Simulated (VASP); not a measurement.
# KBr in VASP: notebook, part 2 of 2

VASP 6.6.1. Earlier steps stand in the parts before.

## 3. Single point, LDA

Contents of INCAR:

```
SYSTEM = KBr
  PREC = Accurate
  ENCUT = 520
  EDIFF = 1E-7
  ISMEAR = -1
  SIGMA = 0.1
  LREAL = .False.
  LASPH = .True.
  NELM = 80
  ALGO = Normal
  ISIF = 2
  LWAVE = .False.
  LCHARG = .False.
  NBANDS = 15
```

Contents of KPOINTS:

```
Automatic mesh
0
Gamma
  10 10 10
  0 0 0
```

Contents of POSCAR:

```
KBr
1.0
    0.0000000000      3.1875533123      3.1875533123
    3.1875533123      0.0000000000      3.1875533123
    3.1875533123      3.1875533123      0.0000000000
K Br
1 1
Direct
    0.0000000000      0.0000000000      0.0000000000
    0.5000000000      0.5000000000      0.5000000000
```

Potentials or basis: VASP PAW LDA potentials, release 64 (K_sv, Br).

On the command line:

```
> cat potpaw_LDA.64/K_sv/POTCAR potpaw_LDA.64/Br/POTCAR > POTCAR
> mpirun -np 1 vasp_std > vasp.out
```

OUTCAR:

```text
SYSTEM = KBr
   PREC = Accurate
   ENCUT = 520
   EDIFF = 1E-7
   ISMEAR = -1
   LREAL = .False.
   LASPH = .True.
   NELM = 80
   ISIF = 2

 ion  position               nearest neighbor table
   1  0.000  0.000  0.000-   2 3.19   2 3.19   2 3.19   2 3.19   2 3.19   2 3.19
   2  0.500  0.500  0.500-   1 3.19   1 3.19   1 3.19   1 3.19   1 3.19   1 3.19

  LATTYP: Found a face centered cubic cell.
 ALAT       =     6.3751066246

  Lattice vectors:

 A1 = (   0.0000000000,   3.1875533123,   3.1875533123)
 A2 = (   3.1875533123,   0.0000000000,   3.1875533123)
 A3 = (   3.1875533123,   3.1875533123,   0.0000000000)
[... 609 lines left out ...]
     12       8.1086      0.00000
     13       8.6351      0.00000
     14       8.7441      0.00000
     15       9.6152      0.00000

 [... further k-points ...]
[... 5 lines left out ...]
  --------------------------------------------------------------------------------------
  -------------------------------------------------------------------------------------
  Total        0.0243596      0.0243596      0.0243596      0.0000000     -0.0000000      0.0000000
  in kB        0.6025284      0.6025284      0.6025284      0.0000000     -0.0000000      0.0000000
  external PRESSURE =       0.6025284 kB  Pullay stress =       0.0000000 kB

 VOLUME and BASIS-vectors are now :
 -----------------------------------------------------------------------------
  energy-cutoff  :      520.00
  volume of cell :       64.77
      direct lattice vectors                 reciprocal lattice vectors
     0.000000000  3.187553312  3.187553312    -0.156860122  0.156860122  0.156860122
     3.187553312  0.000000000  3.187553312     0.156860122 -0.156860122  0.156860122
     3.187553312  3.187553312  0.000000000     0.156860122  0.156860122 -0.156860122

 POSITION                                       TOTAL-FORCE (eV/Angst)
 -----------------------------------------------------------------------------------
      0.00000      0.00000      0.00000        -0.000000     -0.000000     -0.000000
      3.18755      3.18755      3.18755         0.000000      0.000000      0.000000
 -----------------------------------------------------------------------------------
    total drift:                                0.000000      0.000000      0.000000

  FREE ENERGIE OF THE ION-ELECTRON SYSTEM (eV)
  ---------------------------------------------------
  free  energy   TOTEN  =        -6.8346393300 eV

  energy  without entropy=       -6.8346393298  energy(sigma->0) =       -6.83463933
```

OSZICAR:

```text
N       E                     dE             d eps       ncg     rms          rms(c)
DAV:   1     0.103668938768E+03    0.10367E+03   -0.67771E+03  1410   0.939E+02
DAV:   2    -0.609316342131E+00   -0.10428E+03   -0.94681E+02  1774   0.246E+02
DAV:   3    -0.678290167881E+01   -0.61736E+01   -0.61371E+01  1943   0.510E+01
DAV:   4    -0.700422448976E+01   -0.22132E+00   -0.22124E+00  2123   0.917E+00
DAV:   5    -0.700597653512E+01   -0.17520E-02   -0.17520E-02  1971   0.907E-01    0.402E+00
DAV:   6    -0.685533928271E+01    0.15064E+00   -0.16962E-01  1753   0.218E+00    0.290E+00
DAV:   7    -0.683420074442E+01    0.21139E-01   -0.67500E-02  1830   0.153E+00    0.128E+00
DAV:   8    -0.683458961878E+01   -0.38887E-03   -0.78288E-03  1827   0.691E-01    0.180E-01
DAV:   9    -0.683458236965E+01    0.72491E-05   -0.11742E-04  1858   0.747E-02    0.744E-02
DAV:  10    -0.683464055270E+01   -0.58183E-04   -0.64042E-05  1684   0.433E-02    0.303E-02
DAV:  11    -0.683463907697E+01    0.14757E-05   -0.65966E-06  1851   0.183E-02    0.336E-03
DAV:  12    -0.683463932176E+01   -0.24479E-06   -0.29504E-07  1787   0.362E-03    0.495E-04
DAV:  13    -0.683463932999E+01   -0.82273E-08   -0.88977E-09  1342   0.671E-04
   1 F= -.68346393E+01 E0= -.68346393E+01  d E =-.232664E-09
```

stdout:

```text
POSCAR found type information on POSCAR K Br
 POSCAR found :  2 types and       2 ions
 scaLAPACK will be used
 LDA part: xc-table for (Slater(with rela. corr.)+CA(PZ))
 , standard interpolation
 POSCAR, INCAR and KPOINTS ok, starting setup
 FFT: planning ... GRIDC
 FFT: planning ... GRID_SOFT
 FFT: planning ... GRID
 WAVECAR not read
 entering main loop
```

It took 18 s on 1 thread of Intel Xeon Platinum 8559C (Emerald Rapids), shared host; peak memory 0.2 GiB.

What came out:

- Free energy: -6.8346 eV
- Pressure: 0.1 GPa
- Band gap on the k mesh: 4.32 eV, direct

A k mesh can miss the band edges. LDA gaps usually lie below the measured ones, often by a third to a half.

## 4. Relaxation of cell and atoms, LDA

This run uses another cell than the first one, of 35.94 Å³/atom, 1.110 times its volume.

Contents of INCAR:

```
PREC     = Accurate       # precision mode
ENCUT    = 600            # plane-wave cutoff, eV
EDIFF    = 1E-6           # SCF threshold, eV
ISMEAR   = -1             # smearing method
SIGMA    = 0.1            # smearing width, eV
LREAL    = F              # projectors in reciprocal space
LASPH    = T              # aspherical terms in the spheres
NELM     = 100            # most SCF steps
ALGO     = Normal         # electronic algorithm
ISIF     = 3              # what is computed and relaxed
LWAVE    = F              # write WAVECAR
LCHARG   = F              # write CHGCAR
GGA      = CA             # functional
IBRION   = 2              # ionic algorithm
NSW      = 100            # ionic steps
EDIFFG   = -0.002         # ionic threshold
```

Contents of KPOINTS:

```
Automatic mesh
0
Gamma
  10 10 10
```

Contents of POSCAR:

```
KBr
1.0
    0.0000000000      3.3000000000      3.3000000000
    3.3000000000      0.0000000000      3.3000000000
    3.3000000000      3.3000000000      0.0000000000
K Br
1 1
Direct
    0.0000000000      0.0000000000      0.0000000000
    0.5000000000      0.5000000000      0.5000000000
```

On the command line:

```
> cat potpaw_LDA.64/K_sv/POTCAR potpaw_LDA.64/Br/POTCAR > POTCAR
> mpirun -np 1 vasp_std > vasp.out
```

Run time: 66 s. Hardware: 1 thread of Intel Xeon Platinum 8559C (Emerald Rapids), shared host; peak memory 0.23 GiB.

The run converged. Its results:

```yaml
Free_energy: -6.8350 eV
Relaxed_volume: 32.50 Å³/atom
Relaxed_cell: a = 4.513 Å, b = 4.513 Å, c = 4.513 Å, α = 60.00°, β = 60.00°, γ = 60.00°
Space_group_after_relaxing_to_0.05_Å: Fm-3m (No. 225)
Energy_gained_by_relaxing: 18.8 meV/atom
Ionic_steps: 5
Pressure_after_relaxing: 0.0 GPa
Band_gap_on_the_k_mesh: 4.31 eV, direct
```

Step by step:
```csv
step,energy change (eV),largest force (eV/Å),pressure (GPa),volume (Å³)
1,0.0000,0.0000,-1.59,71.87
2,-0.0284,0.0000,-0.87,68.23
3,-0.0375,0.0000,-0.07,65.23
4,-0.0376,0.0000,0.01,64.98
5,-0.0376,0.0000,0.01,65.00
```

Final structure:
```yaml
crystal:
  lattice:
    - [0.00000, 3.19131, 3.19131]
    - [3.19131, 0.00000, 3.19131]
    - [3.19131, 3.19131, 0.00000]
  atoms:
    - { symbol: K, position: [0.00000, 0.00000, 0.00000] }
    - { symbol: Br, position: [0.50000, 0.50000, 0.50000] }
```

Levels at points of the mesh, in eV from the valence-band top:
```tsv
k point	band 4	band 5	band 6	band 7	band 8	band 9	band 10	band 11	band 12
(0.00, 0.00, 0.00)	-10.94	-10.94	0.00	0.00	0.00	4.31	7.34	7.34	7.34
(0.50, 0.00, 0.00)	-10.95	-10.65	-1.47	-0.45	-0.45	6.46	8.29	9.78	9.78
(0.50, 0.50, 0.00)	-11.00	-11.00	-0.96	-0.33	-0.33	5.41	7.24	9.35	9.71
```

## 5. Overview

| task | cell | k mesh | cutoff (eV) | smearing | gap on the mesh (eV) | pressure (GPa) |
| --- | --- | --- | --- | --- | --- | --- |
| single point | a = 4.508 Å, angles 60.0°, 2 atoms | 6 × 6 × 6 | 520 | gaussian 0.01 eV | 4.32 | 0.1 |
| single point | a = 4.508 Å, angles 60.0°, 2 atoms | 10 × 10 × 10 | 520 | fermi-dirac 0.1 eV | 4.32 | 0.1 |
| relaxation of cell and atoms | relaxed from a = 4.667 Å, angles 60.0°, 2 atoms | 10 × 10 × 10 | 600 | fermi-dirac 0.1 eV | 4.31 | 0.0 |

Some of these runs hold the atoms at other places in the same cell, which the table doesn't show; runs alike in all that it shows share one row.

Alike in all rows: level LDA; potentials or basis VASP PAW LDA potentials, release 64 (K_sv, Br); no spin polarisation.

Total energies depend on the potentials used, so only differences within one code and one set of settings carry meaning.
